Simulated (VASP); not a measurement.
# Pb (P6_3/mmc) in VASP: further runs, part 2 of 2

VASP 6.6.1.

### Step 4. Single point, PBE (25.46 Å³/atom)

This run uses another cell than the first one, of 25.46 Å³/atom.

INCAR

```
SYSTEM = Pb
PREC = Accurate
ENCUT = 520
EDIFF = 1E-6
ISMEAR = -1
SIGMA = 0.05
LREAL = .FALSE.
LASPH = .TRUE.
NELM = 100
ALGO = Normal
ISIF = 2
LWAVE = .FALSE.
LCHARG = .TRUE.
GGA = PE
LELF = .TRUE.
LVHAR = .TRUE.
NBANDS = 21
```

KPOINTS

```
regular mesh
0
G
  14 14 8
  0 0 0
```

POSCAR

```
Pb
1.0
    3.2804744186      0.0000000000      0.0000000000
   -1.6402372093      2.8409741829      0.0000000000
    0.0000000000      0.0000000000      5.4638877214
Pb
2
Direct
    0.3333333333      0.6666666667      0.2500000000
    0.6666666667      0.3333333333      0.7500000000
```

Potentials or basis: VASP PAW PBE potentials, release 64 (Pb_d).

Command:

```sh
> cat potpaw_PBE.64/Pb_d/POTCAR > POTCAR
> mpirun -np 1 vasp_std > vasp.out
```

OUTCAR:

```text
SYSTEM = Pb
   PREC = Accurate
   ENCUT = 520
   EDIFF = 1E-6
   ISMEAR = -1
   LREAL = .FALSE.
   LASPH = .TRUE.
   NELM = 100
   ISIF = 2
   GGA = PE

 ion  position               nearest neighbor table
   1  0.333  0.667  0.250-   2 3.32   2 3.32   2 3.32   2 3.32   2 3.32   2 3.32
   2  0.667  0.333  0.750-   1 3.32   1 3.32   1 3.32   1 3.32   1 3.32   1 3.32

  LATTYP: Found a hexagonal cell.
 ALAT       =     3.2804744186
 C/A-ratio  =     1.6655785183

  Lattice vectors:

 A1 = (   3.2804744186,   0.0000000000,   0.0000000000)
 A2 = (  -1.6402372093,   2.8409741829,   0.0000000000)
 A3 = (   0.0000000000,   0.0000000000,   5.4638877214)

Analysis of symmetry for initial positions (statically):
=====================================================================
 Subroutine PRICEL returns:
 Original cell was already a primitive cell.

 Routine SETGRP: Setting up the symmetry group for a
 hexagonal supercell.

 Subroutine GETGRP returns: Found 24 space group operations
 (whereof 12 operations were pure point group operations)
 out of a pool of 24 trial point group operations.

The static configuration has the point symmetry D_3d.
[... 159 lines left out ...]

  energy without entropy =       -6.61539383  energy(sigma->0) =       -6.61830482

 E-fermi :   9.3864     XC(G=0): -11.0561

 val. band max:        9.3636922908   @ k =   0.5000  -0.0000   0.1250
 cond. band min:       9.4471396065   @ k =   0.2143   0.0714   0.0000
 fundamental gap:      0.0834473157
 Fermi energy:         9.3863960656

 k-point     1 :       0.0000    0.0000    0.0000
  band No.  band energies     occupation
      1      -7.9511      2.00000
      2      -7.8712      2.00000
      3      -7.8287      2.00000
      4      -7.8287      2.00000
      5      -7.7935      2.00000
      6      -7.7935      2.00000
[... 565 lines left out ...]
     20      23.2956      0.00000
     21      24.4885      0.00000

 [... further k-points ...]

------------------------ aborting loop because EDIFF is reached ----------------------------------------

  FORCE on cell =-STRESS in cart. coord.  units (eV):
  Direction    XX          YY          ZZ          XY          YZ          ZX
  --------------------------------------------------------------------------------------
  -------------------------------------------------------------------------------------
  Total        4.7988681      4.7988681      4.7996171      0.0000000      0.0000000      0.0000000
  in kB      150.9884350    150.9884350    151.0120008      0.0000000      0.0000000      0.0000000
  external PRESSURE =     150.9962903 kB  Pullay stress =       0.0000000 kB

 VOLUME and BASIS-vectors are now :
 -----------------------------------------------------------------------------
  energy-cutoff  :      520.00
  volume of cell :       50.92
      direct lattice vectors                 reciprocal lattice vectors
     3.280474419  0.000000000  0.000000000     0.304833958  0.175995968  0.000000000
    -1.640237209  2.840974183  0.000000000     0.000000000  0.351991935  0.000000000
     0.000000000  0.000000000  5.463887721     0.000000000  0.000000000  0.183019866

 POSITION                                       TOTAL-FORCE (eV/Angst)
 -----------------------------------------------------------------------------------
     -0.00000      1.89398      1.36597         0.000000      0.000000      0.000000
      1.64024      0.94699      4.09792        -0.000000      0.000000      0.000000
 -----------------------------------------------------------------------------------
    total drift:                               -0.000000      0.000000     -0.000000

  FREE ENERGIE OF THE ION-ELECTRON SYSTEM (eV)
  ---------------------------------------------------
  free  energy   TOTEN  =        -6.6212158182 eV

  energy  without entropy=       -6.6153938263  energy(sigma->0) =       -6.61830482
```

stdout:

```text
POSCAR found type information on POSCAR Pb
 POSCAR found :  1 types and       2 ions
 scaLAPACK will be used
 LDA part: xc-table for (Slater+PW92), standard interpolation
 POSCAR, INCAR and KPOINTS ok, starting setup
 FFT: planning ... GRIDC
 FFT: planning ... GRID_SOFT
 FFT: planning ... GRID
 WAVECAR not read
 entering main loop
```

Run time: 84 s. Hardware: 1 thread of Intel Xeon 8259CL, shared host; peak memory 0.23 GiB.

Results:

- Free energy: -6.6212 eV
- Pressure: 15.1 GPa
- Band gap on the k mesh: zero (bands 14 and 15 overlap by 9.02 eV)

Levels at points of the mesh, in eV from the Fermi level:
```tsv
k point	band 10	band 11	band 12	band 13	band 14	band 15	band 16	band 17	band 18	band 19
(0.00, 0.00, 0.00)	-16.81	-13.05	-8.48	-5.16	6.91	6.91	8.51	9.03	9.03	9.50
(0.50, 0.00, 0.00)	-16.75	-8.52	-7.24	-3.20	-1.89	-0.69	1.86	2.44	6.62	6.96
(0.00, 0.00, 0.50)	-16.91	-11.63	-11.63	0.81	0.81	7.90	7.90	7.90	7.90	9.67
(0.50, 0.00, 0.50)	-16.76	-7.49	-7.49	-4.47	-4.47	4.06	4.06	4.09	4.09	7.48
```

Caveat: the cell stands under pressure; spin-orbit coupling is left out, which moves the levels of the heavy elements.

### Step 5. Single point, PBE (28.64 Å³/atom)

This run uses another cell than the first one, of 28.64 Å³/atom.

INCAR

```
SYSTEM = Pb
PREC = Accurate
ENCUT = 520
EDIFF = 1E-6
ISMEAR = -1
SIGMA = 0.05
LREAL = .FALSE.
LASPH = .TRUE.
NELM = 80
ALGO = Normal
ISIF = 2
LWAVE = .FALSE.
LCHARG = .FALSE.
GGA = PE
NBANDS = 21
```

KPOINTS is that of step 4.

POSCAR

```
Pb
1.0
    3.4123839043      0.0000000000      0.0000000000
   -1.7061919521      2.9552111486      0.0000000000
    0.0000000000      0.0000000000      5.6808304837
Pb
2
Direct
    0.3333333333      0.6666666667      0.2500000000
    0.6666666667      0.3333333333      0.7500000000
```

Potentials or basis: VASP PAW PBE potentials, release 64 (Pb_d).

Command:

```sh
> cat potpaw_PBE.64/Pb_d/POTCAR > POTCAR
> mpirun -np 1 vasp_std > vasp.out
```

OUTCAR:

```text
SYSTEM = Pb
   PREC = Accurate
   ENCUT = 520
   EDIFF = 1E-6
   ISMEAR = -1
   LREAL = .FALSE.
   LASPH = .TRUE.
   NELM = 80
   ISIF = 2
   GGA = PE

 ion  position               nearest neighbor table
   1  0.333  0.667  0.250-   2 3.46   2 3.46   2 3.46   2 3.46   2 3.46   2 3.46
   2  0.667  0.333  0.750-   1 3.46   1 3.46   1 3.46   1 3.46   1 3.46   1 3.46

  LATTYP: Found a hexagonal cell.
 ALAT       =     3.4123839043
 C/A-ratio  =     1.6647688663

  Lattice vectors:

[... 764 lines left out ...]

------------------------ aborting loop because EDIFF is reached ----------------------------------------

  FORCE on cell =-STRESS in cart. coord.  units (eV):
  Direction    XX          YY          ZZ          XY          YZ          ZX
  --------------------------------------------------------------------------------------
  -------------------------------------------------------------------------------------
  Total        1.8546154      1.8546154      1.8745461      0.0000000      0.0000000     -0.0000000
  in kB       51.8688012     51.8688012     52.4262121      0.0000000      0.0000000     -0.0000000
  external PRESSURE =      52.0546048 kB  Pullay stress =       0.0000000 kB

 VOLUME and BASIS-vectors are now :
 -----------------------------------------------------------------------------
  energy-cutoff  :      520.00
  volume of cell :       57.29
      direct lattice vectors                 reciprocal lattice vectors
     3.412383904  0.000000000  0.000000000     0.293050263  0.169192648  0.000000000
    -1.706191952  2.955211149  0.000000000     0.000000000  0.338385296  0.000000000
     0.000000000  0.000000000  5.680830484     0.000000000  0.000000000  0.176030600

 POSITION                                       TOTAL-FORCE (eV/Angst)
 -----------------------------------------------------------------------------------
     -0.00000      1.97014      1.42021         0.000000      0.000000      0.000000
      1.70619      0.98507      4.26062        -0.000000     -0.000000      0.000000
 -----------------------------------------------------------------------------------
    total drift:                               -0.000000      0.000000     -0.000000

  FREE ENERGIE OF THE ION-ELECTRON SYSTEM (eV)
  ---------------------------------------------------
  free  energy   TOTEN  =        -7.0077467797 eV

  energy  without entropy=       -6.9992706375  energy(sigma->0) =       -7.00350871
```

stdout:

```text
POSCAR found type information on POSCAR Pb
 POSCAR found :  1 types and       2 ions
 scaLAPACK will be used
 LDA part: xc-table for (Slater+PW92), standard interpolation
 POSCAR, INCAR and KPOINTS ok, starting setup
 FFT: planning ... GRIDC
 FFT: planning ... GRID_SOFT
 FFT: planning ... GRID
 WAVECAR not read
 entering main loop
```

Wall time 2.5 min (1 thread of Intel Xeon 8259CL, shared host); peak memory 0.25 GiB.

What came out:

```yaml
Free_energy: -7.0077 eV
Pressure: 5.2 GPa
Band_gap_on_the_k_mesh: zero (bands 14 and 15 overlap by 8.01 eV)
```

Caveat: the cell stands under pressure; spin-orbit coupling is left out, which moves the levels of the heavy elements.

### Step 6. The runs side by side

```csv
cell,gap on the mesh (eV),pressure (GPa)
"a = 3.142, b = 3.142, c = 5.211 Å, angles 90.0, 90.0, 120.0°, 2 atoms",none,33.8
"a = 3.280, b = 3.280, c = 5.464 Å, angles 90.0, 90.0, 120.0°, 2 atoms",none,15.1
"a = 3.412, b = 3.412, c = 5.681 Å, angles 90.0, 90.0, 120.0°, 2 atoms",none,5.2
```

Alike in all rows: task single point; level PBE; potentials or basis VASP PAW PBE potentials, release 64 (Pb_d); no spin polarisation; k mesh 14 × 14 × 8; cutoff (eV) 520; smearing fermi-dirac 0.05 eV.

Caveats: the cell stands under pressure; spin-orbit coupling is left out, which moves the levels of the heavy elements.

Total energies depend on the potentials used, so only differences within one code and one set of settings carry meaning.
